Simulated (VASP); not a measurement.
# Cd36S36O (a cell with a defect) in VASP: notebook, part 2 of 3

VASP 6.6.1. The steps go on from the part before.

## 3. Single point, PBE

Input file INCAR:

```
SYSTEM = Cd36S36O
  PREC = Accurate
  ENCUT = 520
  EDIFF = 1E-6
  ISMEAR = -1
  SIGMA = 0.01
  LREAL = Auto
  LASPH = .True.
  NELM = 120
  ALGO = Normal
  ISIF = 2
  LWAVE = .False.
  LCHARG = .False.
  GGA = PE
  NBANDS = 369
  GGA_COMPAT = .False.
  ISYM = -1
  KPAR = 1
```

Input file KPOINTS:

```
explicit points
1
Reciprocal
  0.25000000   0.25000000   0.25000000 1
```

Input file POSCAR:

```
Cd36S36O
1.0
   12.4916763700     -0.0000000900      0.0000000000
   -6.2458381100     10.8181091200      0.0000000000
    0.0000000000      0.0000000000     13.5350132800
Cd S O
36 36 1
Direct
    0.2215758062      0.1117358872      0.2475149400
    0.1081558616      0.2225008070     -0.0004616176
    0.2205491110      0.1118629888      0.7530364979
    0.1088419424      0.2238390261      0.5002111827
    0.2211460095      0.4446010820      0.2492698699
    0.1091488554      0.5559486360     -0.0010515690
    0.2203270590      0.4435965626      0.7503772468
    0.1088021921      0.5571175094      0.4996146557
    0.2210829531      0.7774181168      0.2492112812
    0.1028744670      0.8845985840      0.0005150346
    0.2216326183      0.7772702167      0.7516304410
    0.1163311773      0.8950485619      0.5006610529
    0.5538635102      0.1104003515      0.2500266479
    0.4409038699      0.2202103910     -0.0011564082
    0.5536914745      0.1096731450      0.7496806091
    0.4410228281      0.2211066660      0.5004749430
    0.5473289565      0.4399706082      0.2550246482
    0.4431099450      0.5549804474     -0.0005412629
    0.5506639409      0.4423607672      0.7440342164
    0.4407693672      0.5577831553      0.5001406988
    0.5551709461      0.7768840152      0.2484401700
    0.4420336629      0.8881047449      0.0004822308
    0.5536954447      0.7774361449      0.7525131885
    0.4420027911      0.8890982641      0.4999984012
    0.8871974314      0.1125615453      0.2481579390
    0.7739563267      0.2195668433     -0.0010359798
    0.8881146024      0.1121044414      0.7526000004
    0.7748019344      0.2236241142      0.4997813345
    0.8898998221      0.4429801943      0.2502194811
    0.7754885745      0.5564004766     -0.0364307733
    0.8888234905      0.4428234201      0.7461594452
    0.7754090820      0.5574754334      0.5005243704
    0.8974613848      0.7966631678      0.2664019551
    0.7776139139      0.8835335236      0.0009381594
    0.8906491464      0.7834616924      0.7361528056
    0.7727032302      0.8955226798      0.5008000258
    0.2208900883      0.1143999387      0.4363566461
    0.1095798305      0.2228315488      0.1882006281
    0.2181633272      0.1090463228      0.9407687851
    0.1091544205      0.2218646515      0.6887815185
    0.2195273020      0.4455363656      0.4378786247
    0.1101326980      0.5557566432      0.1874027714
    0.2204012516      0.4443916184      0.9386138556
    0.1110959764      0.5564473369      0.6879329785
    0.2206393256      0.7785920743      0.4375690572
    0.1092093061      0.8886913511      0.1894275940
    0.2198661736      0.7781087181      0.9398179918
    0.1158800319      0.8922054588      0.6878381134
    0.5529560116      0.1111356926      0.4384042983
    0.4433563562      0.2218442256      0.1874151837
    0.5524629849      0.1094629419      0.9380677165
    0.4410767249      0.2192821327      0.6883359334
    0.5516501262      0.4443649991      0.4435560480
    0.4428939567      0.5546272434      0.1879848174
    0.5467033723      0.4392343428      0.9326293029
    0.4417035124      0.5570010408      0.6881677031
    0.5529427030      0.7785086984      0.4369653637
    0.4432862159      0.8884847558      0.1887527516
    0.5544825427      0.7775570533      0.9405642785
    0.4427050952      0.8878732811      0.6885490104
    0.8878173875      0.1151461929      0.4368587513
    0.7752239095      0.2225720820      0.1874067611
    0.8855646911      0.1083565591      0.9404745113
    0.7752552752      0.2206000183      0.6879750176
    0.8863723133      0.4457353893      0.4397856047
    0.7785399638      0.5647245745      0.2206270462
    0.8884870692      0.4402672433      0.9350376493
    0.7760076888      0.5551254848      0.6894029438
    0.8895729445      0.7849870976      0.4527269293
    0.7779736944      0.8900068361      0.1895663452
    0.8913893409      0.7856423878      0.9232943287
    0.7734518449      0.8921334554      0.6879950398
    0.8010017063      0.6279868318      0.1126280387
```

Potentials or basis: VASP PAW PBE potentials, release 64 (Cd, S, O).

On the command line:

```console
> cat potpaw_PBE.64/Cd/POTCAR potpaw_PBE.64/S/POTCAR potpaw_PBE.64/O/POTCAR > POTCAR
> mpirun -np 4 vasp_std > vasp.out
```

It took 5.6 min on 4 MPI ranks of Intel Xeon 6975P-C (Granite Rapids), shared host; peak memory 0.75 GiB.

It converged, with:

| Property | Result |
| --- | --- |
| Free energy | -226.6433 eV |
| Pressure | 2.0 GPa |
| Largest force | 0.118 eV/Å |
| Band gap on the k mesh | 1.97 eV |

Forces in eV/Å, atoms in the order of the input:
```
Cd  -0.002 -0.001  0.003
Cd   0.001 -0.001  0.001
Cd   0.000  0.000  0.001
Cd  -0.001  0.000  0.002
Cd   0.000  0.000  0.002
Cd  -0.001  0.001  0.001
Cd  -0.001  0.000  0.000
Cd  -0.002 -0.001  0.001
Cd  -0.001  0.001  0.002
Cd  -0.001 -0.003  0.004
Cd   0.000 -0.001  0.001
Cd   0.003  0.001 -0.002
Cd   0.000  0.000  0.002
Cd   0.000 -0.001  0.002
Cd   0.001  0.001  0.001
Cd   0.001 -0.001 -0.001
Cd  -0.003 -0.002 -0.002
Cd   0.000  0.001  0.002
Cd   0.000  0.000  0.000
Cd   0.000 -0.001 -0.002
Cd   0.001  0.000  0.001
Cd   0.000 -0.002 -0.001
Cd   0.001  0.000 -0.001
Cd   0.000 -0.001  0.002
Cd   0.001 -0.001  0.002
Cd   0.000  0.001  0.001
Cd   0.000  0.001  0.001
Cd   0.000  0.001  0.001
Cd   0.006 -0.003  0.001
Cd   0.003 -0.024 -0.052
Cd  -0.001  0.001  0.000
Cd  -0.002  0.001  0.000
Cd   0.001  0.005  0.003
Cd   0.001 -0.002  0.001
Cd   0.001  0.001 -0.001
Cd  -0.001  0.002 -0.002
S   -0.002  0.002 -0.004
S   -0.001  0.000  0.000
S    0.002  0.001  0.002
S   -0.001 -0.001 -0.002
S   -0.001  0.001 -0.001
S    0.001 -0.001 -0.002
S    0.000  0.001 -0.001
S    0.003 -0.001 -0.003
S   -0.002  0.000 -0.003
S    0.003 -0.001 -0.005
S   -0.002  0.003  0.000
S    0.002  0.001 -0.002
S   -0.003 -0.001 -0.002
S    0.006  0.000 -0.005
S   -0.002  0.000  0.001
S   -0.001 -0.004  0.001
S   -0.001  0.003 -0.001
S    0.000  0.001 -0.003
S   -0.005 -0.005  0.001
S    0.000  0.000  0.001
S   -0.001  0.000  0.000
S    0.002  0.000 -0.002
S    0.001  0.001  0.006
S    0.001 -0.001 -0.001
S    0.001  0.002  0.000
S   -0.002  0.000 -0.001
S    0.001 -0.004  0.003
S   -0.001 -0.003 -0.003
S   -0.002  0.001 -0.003
S   -0.003  0.025 -0.050
S    0.006 -0.006  0.000
S   -0.001 -0.002  0.000
S    0.000 -0.003  0.002
S   -0.003  0.001 -0.004
S    0.000  0.007 -0.008
S   -0.002  0.002 -0.002
O    0.000  0.006  0.118
```

Stress tensor (GPa, compression positive):
```
 1.88 -0.17 -0.02
-0.17  1.76  0.05
-0.02  0.05  2.37
```

Levels at points of the mesh, in eV from the valence-band top:
```tsv
k point	band 323	band 324	band 325	band 326	band 327	band 328	band 329	band 330	band 331	band 332
(0.25, 0.25, 0.25)	-0.73	-0.61	-0.56	-0.06	0.00	1.97	2.48	2.53	2.71	2.98
```

## 4. Single point, PBE

Input file INCAR:

```
SYSTEM = Cd36S36O
ALGO     = Normal         ! electronic algorithm
EDIFF    = 1E-6           ! SCF threshold, eV
ENCUT    = 520            ! plane-wave cutoff, eV
GGA      = PE             ! functional
GGA_COMPAT= .FALSE.      
ISIF     = 2              ! what is computed and relaxed
ISMEAR   = -1             ! smearing method
ISYM     = -1           
KPAR     = 1            
LASPH    = .TRUE.         ! aspherical terms in the spheres
LCHARG   = .FALSE.        ! write CHGCAR
LREAL    = Auto         
LWAVE    = .FALSE.        ! write WAVECAR
NBANDS   = 369            ! bands
NELM     = 120            ! most SCF steps
PREC     = Accurate       ! precision mode
SIGMA    = 0.01           ! smearing width, eV
```

KPOINTS is that of step 3.

Input file POSCAR:

```
Cd36S36O
1.0
   12.4916763700     -0.0000000900      0.0000000000
   -6.2458381100     10.8181091200      0.0000000000
    0.0000000000      0.0000000000     13.5350132800
Cd S O
36 36 1
Direct
    0.2191626582      0.1129605004      0.2550314454
    0.1121734861      0.2341816839      0.0000513483
    0.2190363510      0.1117662991      0.7463771768
    0.1060238012      0.2189371528      0.5018577270
    0.2198877812      0.4441357511      0.2482268713
    0.1082736343      0.5693111376      0.0022639062
    0.2206625344      0.4474824543      0.7563300300
    0.1101067928      0.5516485315      0.5025474936
    0.2189222197      0.7759055604      0.2524112780
    0.1236550328      0.9124350570     -0.0014514208
    0.2186673406      0.7814937829      0.7480797980
    0.0950521110      0.8769600032      0.4942042436
    0.5513512169      0.1074404997      0.2480714965
    0.4499072737      0.2393755703      0.0048489055
    0.5530773867      0.1129470073      0.7551646820
    0.4373404361      0.2142031490      0.5008612005
    0.5485070907      0.4422231276      0.2564027037
    0.4471073294      0.5708005874      0.0011425183
    0.5523825414      0.4454836789      0.7460713773
    0.4370360090      0.5514291798      0.5018399214
    0.5500280876      0.7761180772      0.2533594116
    0.4431082582      0.8990484318     -0.0003661614
    0.5552772996      0.7810691274      0.7467271580
    0.4390971359      0.8864255235      0.5018712475
    0.8876885718      0.1043332127      0.2530539815
    0.7788520537      0.2373753159      0.0045683738
    0.8867805191      0.1089722859      0.7476578553
    0.7694702649      0.2083543477      0.5017679598
    0.8901698707      0.4318224219      0.2615901386
    0.7817504129      0.5736228024     -0.0316570063
    0.8870921658      0.4426248642      0.7442365066
    0.7725039837      0.5479938318      0.4980687392
    0.8933975046      0.7864213594      0.2284272602
    0.7765869903      0.9089265934     -0.0026431448
    0.8881005477      0.7804402772      0.7528223866
    0.7753805567      0.8743222096      0.4945384878
    0.2140864483      0.1037336569      0.4421740028
    0.1079688433      0.2214232620      0.1887761724
    0.2302871052      0.1315764155      0.9350779152
    0.1100088806      0.2270214677      0.6898635270
    0.2173526648      0.4391406083      0.4371421644
    0.1063123843      0.5544234157      0.1905755795
    0.2229617326      0.4585251420      0.9438085309
    0.1112276611      0.5583868625      0.6901136930
    0.2168354370      0.7729777844      0.4403058849
    0.1193369192      0.8957694827      0.1861205414
    0.2219242233      0.7891258930      0.9368322541
    0.1061713368      0.8899684689      0.6833152512
    0.5500796697      0.1061865837      0.4371632948
    0.4390406897      0.2192588384      0.1918895790
    0.5563461308      0.1229210239      0.9429240841
    0.4425872749      0.2225850205      0.6887855082
    0.5479080779      0.4385152707      0.4434834954
    0.4430422050      0.5555395100      0.1895470619
    0.5542238621      0.4572497832      0.9348554551
    0.4404757915      0.5575205401      0.6896541442
    0.5500736409      0.7737124812      0.4409757772
    0.4392725854      0.8853364237      0.1880451794
    0.5557123404      0.7901000032      0.9356309992
    0.4421177245      0.8922648064      0.6899505606
    0.8840761327      0.1004888255      0.4408206979
    0.7748408062      0.2125544348      0.1914004771
    0.8915312573      0.1288366631      0.9360289301
    0.7728206391      0.2189703435      0.6893949645
    0.8854672948      0.4343235983      0.4475950540
    0.7477906162      0.4881367907      0.1715523991
    0.8906000282      0.4540281509      0.9329826088
    0.7768736998      0.5584225490      0.6876428421
    0.8792937226      0.7620537922      0.4189000692
    0.7690022654      0.8871115980      0.1850637268
    0.8995293587      0.8073409118      0.9373030331
    0.7764329952      0.8877447032      0.6835754652
    0.8295379999      0.6321457843      0.1251545872
```

On the command line:

```console
> cat potpaw_PBE.64/Cd/POTCAR potpaw_PBE.64/S/POTCAR potpaw_PBE.64/O/POTCAR > POTCAR
> mpirun -np 4 vasp_std > vasp.out
```

Run time: 5.6 min. Hardware: 4 MPI ranks of Intel Xeon 6975P-C (Granite Rapids), shared host; peak memory 0.75 GiB.

It converged, with:

- Free energy: -226.4161 eV
- Pressure: 1.9 GPa
- Largest force: 0.742 eV/Å
- Band gap on the k mesh: 1.99 eV

Forces on the atoms (eV/Å):
```
Cd   0.010  0.016 -0.023
Cd   0.003 -0.032 -0.011
Cd   0.003  0.000  0.027
Cd   0.001  0.010 -0.001
Cd   0.003  0.001  0.000
Cd   0.013 -0.024 -0.019
Cd   0.003 -0.010 -0.013
Cd  -0.007  0.011 -0.009
Cd   0.003  0.003 -0.014
Cd  -0.075 -0.104 -0.019
Cd   0.011 -0.008  0.013
Cd   0.040  0.045  0.008
Cd  -0.001  0.006  0.005
Cd   0.006 -0.031 -0.011
Cd   0.004 -0.003 -0.014
Cd  -0.001  0.013 -0.002
Cd   0.000  0.022 -0.010
Cd   0.010 -0.028 -0.016
Cd  -0.002 -0.002 -0.004
Cd   0.001  0.011 -0.008
Cd   0.003  0.003 -0.016
Cd   0.008 -0.017 -0.002
Cd  -0.002 -0.007  0.016
Cd   0.003  0.005 -0.005
Cd  -0.013  0.029 -0.018
Cd  -0.006 -0.019 -0.010
Cd  -0.002  0.006  0.023
Cd  -0.006  0.027 -0.006
Cd  -0.001  0.037 -0.025
Cd  -0.005  0.219 -0.312
Cd   0.004  0.005  0.005
Cd  -0.005  0.001  0.018
Cd  -0.010  0.206  0.234
Cd   0.076 -0.085 -0.015
Cd  -0.001  0.053 -0.097
Cd  -0.045  0.048  0.007
S    0.003  0.026 -0.019
S   -0.002  0.005 -0.011
S    0.005 -0.056  0.023
S    0.004 -0.006  0.000
S   -0.003  0.011 -0.004
S    0.007  0.005 -0.017
S    0.009 -0.029 -0.011
S    0.002  0.002 -0.007
S    0.007  0.007 -0.013
S    0.009  0.010 -0.005
S    0.004 -0.021  0.003
S    0.040  0.019 -0.012
S   -0.001  0.011 -0.003
S    0.015  0.016 -0.011
S    0.004 -0.024 -0.014
S   -0.003 -0.001 -0.004
S    0.000  0.014 -0.006
S    0.001  0.001 -0.015
S    0.012 -0.029 -0.001
S    0.000  0.000 -0.008
S   -0.004  0.008 -0.016
S    0.004  0.007 -0.006
S    0.012 -0.021  0.009
S    0.005 -0.005 -0.005
S   -0.009  0.037 -0.016
S   -0.016  0.025 -0.011
S   -0.001 -0.044  0.018
S    0.000  0.008 -0.004
S   -0.013  0.024 -0.018
S   -0.002  0.121  0.011
S   -0.003 -0.011  0.005
S    0.000  0.010  0.002
S   -0.005  0.039  0.102
S   -0.007  0.023 -0.001
S   -0.001 -0.104 -0.132
S   -0.038  0.024 -0.014
O   -0.056 -0.511  0.535
```

Stress tensor (GPa, compression positive):
```
 1.90 -0.18  0.03
-0.18  1.68 -0.16
 0.03 -0.16  2.05
```

Levels at points of the mesh, in eV from the valence-band top:
| k point | band 325 | band 326 | band 327 | band 328 | band 329 | band 330 |
| --- | --- | --- | --- | --- | --- | --- |
| (0.25, 0.25, 0.25) | -0.49 | -0.15 | 0.00 | 1.99 | 2.46 | 2.58 |

(Part 2 of 3 ends here.)
